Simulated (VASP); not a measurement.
# Mo12C in VASP: single point with PBE

Aim: the single point of Mo12C with PBE.

Everything below comes from runs of VASP 6.6.1. Logs are shortened: lines on timing, memory, paths and dates and some standing lists are left out, and cuts for length are marked.

### Step 1. The cell of the first run

The cell holds a slab with vacuum, 13 atoms: a = 5.474 Å, b = 5.474 Å, c = 19.808 Å, α = 90.00°, β = 90.00°, γ = 109.47°.

### Step 2. Single point, PBE

File INCAR:

```
SYSTEM = Mo12C
ALGO = Normal ; DIPOL = 0.5 0.5 0.325
EDIFF = 1E-7 ; ENCUT = 520
GGA = PE ; IDIPOL = 3
ISIF = 2 ; ISMEAR = 0
LASPH = .TRUE. ; LCHARG = .FALSE.
LDIPOL = .TRUE. ; LREAL = .FALSE.
LWAVE = .FALSE. ; NBANDS = 98
NELM = 100 ; PREC = Accurate
SIGMA = 0.1
```

File KPOINTS:

```
k-points
0
G
  5 5 1
  0 0 0
```

File POSCAR:

```
Mo12C
1.0
    5.4740909337      0.0000000000      0.0000000000
   -1.8246969779      5.1610224267      0.0000000000
    0.0000000000      0.0000000000     19.8082441241
Mo C
12 1
Direct
    0.2500000000      0.2500000000      0.2019361219
    0.2500000000      0.7500000000      0.2019361219
    0.7500000000      0.2500000000      0.2019361219
    0.7500000000      0.7500000000      0.2019361219
    0.0000000000      0.0000000000      0.3106875864
    0.0000000000      0.5000000000      0.3106875864
    0.5000000000      0.0000000000      0.3106875864
    0.5000000000      0.5000000000      0.3106875864
    0.2500000000      0.2500000000      0.4194336495
    0.2500000000      0.7500000000      0.4194336495
    0.7500000000      0.2500000000      0.4194336495
    0.7500000000      0.7500000000      0.4194336495
    0.3333333333      0.6666666667      0.5023714080
```

Potentials or basis: VASP PAW PBE potentials, release 64 (Mo_sv, C).

Started as:

```bash
cat potpaw_PBE.64/Mo_sv/POTCAR potpaw_PBE.64/C/POTCAR > POTCAR
mpirun -np 1 vasp_std > vasp.out
```

OUTCAR:

```text
SYSTEM = Mo12C
   EDIFF = 1E-7
   ENCUT = 520
   GGA = PE
   ISIF = 2
   ISMEAR = 0
   LASPH = .TRUE.
   LREAL = .FALSE.
   NELM = 100
   PREC = Accurate

 ion  position               nearest neighbor table
   1  0.250  0.250  0.202-   5 2.67   8 2.67   2 2.74   2 2.74   3 2.74   3 2.74   7 3.10   6 3.10
                             4 3.16   4 3.16
   2  0.250  0.750  0.202-   6 2.67   7 2.67   1 2.74   1 2.74   4 2.74   4 2.74   5 3.10   8 3.10
                             3 3.16   3 3.16
   3  0.750  0.250  0.202-   6 2.67   7 2.67   4 2.74   4 2.74   1 2.74   1 2.74   5 3.10   8 3.10
                             2 3.16   2 3.16
   4  0.750  0.750  0.202-   5 2.67   8 2.67   3 2.74   3 2.74   2 2.74   2 2.74   7 3.10   6 3.10
                             1 3.16   1 3.16
   5  0.000  0.000  0.311-   9 2.67  12 2.67   1 2.67   4 2.67   6 2.74   6 2.74   7 2.74   7 2.74
                            11 3.10  10 3.10   3 3.10   2 3.10   8 3.16   8 3.16
   6  0.000  0.500  0.311-  10 2.67  11 2.67   2 2.67   3 2.67   5 2.74   5 2.74   8 2.74   8 2.74
                             9 3.10  12 3.10   1 3.10   4 3.10   7 3.16   7 3.16
   7  0.500  0.000  0.311-  10 2.67  11 2.67   2 2.67   3 2.67   8 2.74   8 2.74   5 2.74   5 2.74
                             9 3.10  12 3.10   1 3.10   4 3.10   6 3.16   6 3.16
   8  0.500  0.500  0.311-   9 2.67  12 2.67   1 2.67   4 2.67   7 2.74   7 2.74   6 2.74   6 2.74
                            11 3.10  10 3.10   3 3.10   2 3.10   5 3.16   5 3.16
   9  0.250  0.250  0.419-   5 2.67   8 2.67  13 2.72  10 2.74  10 2.74  11 2.74  11 2.74   6 3.10
                             7 3.10  12 3.16  12 3.16
  10  0.250  0.750  0.419-  13 1.80   7 2.67   6 2.67   9 2.74   9 2.74  12 2.74  12 2.74   8 3.10
                             5 3.10  11 3.16  11 3.16
  11  0.750  0.250  0.419-   6 2.67   7 2.67  12 2.74  12 2.74   9 2.74   9 2.74   5 3.10   8 3.10
                            10 3.16  10 3.16
  12  0.750  0.750  0.419-   5 2.67   8 2.67  13 2.72  11 2.74  11 2.74  10 2.74  10 2.74   6 3.10
                             7 3.10   9 3.16   9 3.16
  13  0.333  0.667  0.502-  10 1.80   9 2.72  12 2.72

  LATTYP: Found a base centered orthorhombic cell.
 ALAT       =     6.3209357483
 B/A-ratio  =     1.4142135624
 C/A-ratio  =     3.1337518546

  Lattice vectors:

 A1 = (   5.4740909337,   0.0000000000,   0.0000000000)
 A2 = (  -1.8246969779,   5.1610224267,   0.0000000000)
 A3 = (   0.0000000000,   0.0000000000,  19.8082441241)

Analysis of symmetry for initial positions (statically):
=====================================================================
 Subroutine PRICEL returns:
 Original cell was already a primitive cell.

 Routine SETGRP: Setting up the symmetry group for a
 base centered orthorhombic supercell.

 Subroutine GETGRP returns: Found  2 space group operations
 (whereof  2 operations were pure point group operations)
 out of a pool of  8 trial point group operations.

The static configuration has the point symmetry C_1h.

Analysis of symmetry for dynamics (positions and initial velocities):
=====================================================================
[... 149 lines left out ...]
  energy-cutoff  :      520.00
  volume of cell :      559.62
 maximum number of plane-waves:     15102
 NGX is ok and might be reduce to    42
   NGX = 21   NGY = 21   NGZ = 73

 dipolmoment           0.000000      0.000000     -0.049557 electrons x Angstroem

 number of electron     171.9999986 magnetization

 dipolmoment           0.000000      0.000000      0.177048 electrons x Angstroem

 Free energy of the ion-electron system (eV)
  ---------------------------------------------------
  ext. energy  EPLUGINS =         0.00000000
  ---------------------------------------------------
  free energy    TOTEN  =      -127.80924941 eV

  energy without entropy =     -127.73409379  energy(sigma->0) =     -127.77167160

 E-fermi :   0.9756     XC(G=0):  -5.6774

 val. band max:        0.9640477035   @ k =  -0.4000   0.2000   0.0000
 cond. band min:       0.9996951226   @ k =  -0.2000   0.2000   0.0000
 fundamental gap:      0.0356474191
 Fermi energy:         0.9755517854

 k-point     1 :       0.0000    0.0000    0.0000
  band No.  band energies     occupation
      1     -60.2443      2.00000
      2     -60.0808      2.00000
      3     -60.0401      2.00000
      4     -60.0068      2.00000
      5     -59.9945      2.00000
      6     -59.9411      2.00000
[... 898 lines left out ...]
     97       1.8841      0.00000
     98       1.8927      0.00000

------------------------ aborting loop because EDIFF is reached ----------------------------------------

 vacuum level on the upper side and lower side of the slab       (xc-potential included)         0.486        -0.629

  FORCE on cell =-STRESS in cart. coord.  units (eV):
  Direction    XX          YY          ZZ          XY          YZ          ZX
  --------------------------------------------------------------------------------------
  -------------------------------------------------------------------------------------
  Total       -7.6129610     -8.3418092      3.3496379     -1.0307471     -1.8779840      2.6558713
  in kB      -21.7956814    -23.8823524      9.5899139     -2.9509985     -5.3766125      7.6036808
  external PRESSURE =     -12.0293733 kB  Pullay stress =       0.0000000 kB

 VOLUME and BASIS-vectors are now :
 -----------------------------------------------------------------------------
  energy-cutoff  :      520.00
  volume of cell :      559.62
      direct lattice vectors                 reciprocal lattice vectors
     5.474090934  0.000000000  0.000000000     0.182678734  0.064586686  0.000000000
    -1.824696978  5.161022427  0.000000000     0.000000000  0.193760057  0.000000000
     0.000000000  0.000000000 19.808244124     0.000000000  0.000000000  0.050484030

 POSITION                                       TOTAL-FORCE (eV/Angst)
 -----------------------------------------------------------------------------------
      0.91235      1.29026      4.00000        -0.010508      0.013257     -0.138740
      0.00000      3.87077      4.00000        -0.018098      0.012798      0.003110
      3.64939      1.29026      4.00000         0.033362     -0.023591      0.314195
      2.73705      3.87077      4.00000        -0.016001      0.005488     -0.138740
      0.00000      0.00000      6.15418        -0.057601      0.040730      0.096150
     -0.91235      2.58051      6.15418        -0.370285     -0.474363     -0.839059
      2.73705      0.00000      6.15418         0.323805      0.507229     -0.839059
      1.82470      2.58051      6.15418         0.006131     -0.004335     -0.032757
      0.91235      1.29026      8.30824        -0.086910      0.459777      0.949604
      0.00000      3.87077      8.30824        -0.466888      0.330139     -0.050275
      3.64939      1.29026      8.30824        -0.333289      0.235671     -0.345744
      2.73705      3.87077      8.30824        -0.462452     -0.071319      0.949604
      0.60823      3.44068      9.95110         1.458735     -1.031481      0.071709
 -----------------------------------------------------------------------------------
    total drift:                               -0.000013      0.000009      0.000396

  FREE ENERGIE OF THE ION-ELECTRON SYSTEM (eV)
  ---------------------------------------------------
  free  energy   TOTEN  =      -127.8092494070 eV

  energy  without entropy=     -127.7340937873  energy(sigma->0) =     -127.77167160

 vacuum level on the upper side and lower side of the slab         6.726         5.574
```

OSZICAR:

```text
N       E                     dE             d eps       ncg     rms          rms(c)
DAV:   1     0.188778478555E+04    0.18878E+04   -0.10870E+05  2252   0.159E+03
DAV:   2    -0.482827300504E+02   -0.19361E+04   -0.19006E+04  1952   0.474E+02
DAV:   3    -0.134554075977E+03   -0.86271E+02   -0.83103E+02  2392   0.805E+01
[... 31 lines left out ...]
DAV:  35    -0.127809246613E+03   -0.86335E-05   -0.42632E-07  1432   0.184E-03    0.138E-03
DAV:  36    -0.127809248232E+03   -0.16187E-05   -0.75612E-08  1280   0.803E-04    0.696E-04
DAV:  37    -0.127809249194E+03   -0.96202E-06   -0.63778E-08  1208   0.627E-04    0.333E-04
DAV:  38    -0.127809249360E+03   -0.16616E-06   -0.10223E-08  1104   0.327E-04    0.214E-04
DAV:  39    -0.127809249407E+03   -0.46894E-07   -0.56480E-09  1088   0.250E-04
   1 F= -.12780925E+03 E0= -.12777167E+03  d E =-.751556E-01
```

stdout:

```text
POSCAR found type information on POSCAR MoC
 POSCAR found :  2 types and      13 ions
 scaLAPACK will be used
 LDA part: xc-table for (Slater+PW92), standard interpolation
 POSCAR, INCAR and KPOINTS ok, starting setup
 FFT: planning ... GRIDC
 FFT: planning ... GRID_SOFT
 FFT: planning ... GRID
 WAVECAR not read
 entering main loop
```

Wall time 17 min (1 thread of Intel Xeon 6975P-C (Granite Rapids), shared host); peak memory 0.73 GiB.

Results:

| Item | Value |
| --- | --- |
| Free energy | -127.8092 eV |
| Largest force | 1.788 eV/Å |
| Band gap on the k mesh | zero (bands 86 and 87 overlap by 1.53 eV) |

Forces on the atoms (eV/Å):
```
Mo  -0.011  0.013 -0.139
Mo  -0.018  0.013  0.003
Mo   0.033 -0.024  0.314
Mo  -0.016  0.005 -0.139
Mo  -0.058  0.041  0.096
Mo  -0.370 -0.474 -0.839
Mo   0.324  0.507 -0.839
Mo   0.006 -0.004 -0.033
Mo  -0.087  0.460  0.950
Mo  -0.467  0.330 -0.050
Mo  -0.333  0.236 -0.346
Mo  -0.462 -0.071  0.950
C    1.459 -1.031  0.072
```

Levels at points of the mesh, in eV from the Fermi level:
```tsv
k point	band 83	band 84	band 85	band 86	band 87	band 88	band 89	band 90
(0.00, 0.00, 0.00)	0.27	0.34	1.01	1.02	1.28	1.33	1.37	1.38
```

The gap in the log of VASP goes by the Fermi energy; the results here count the filled bands.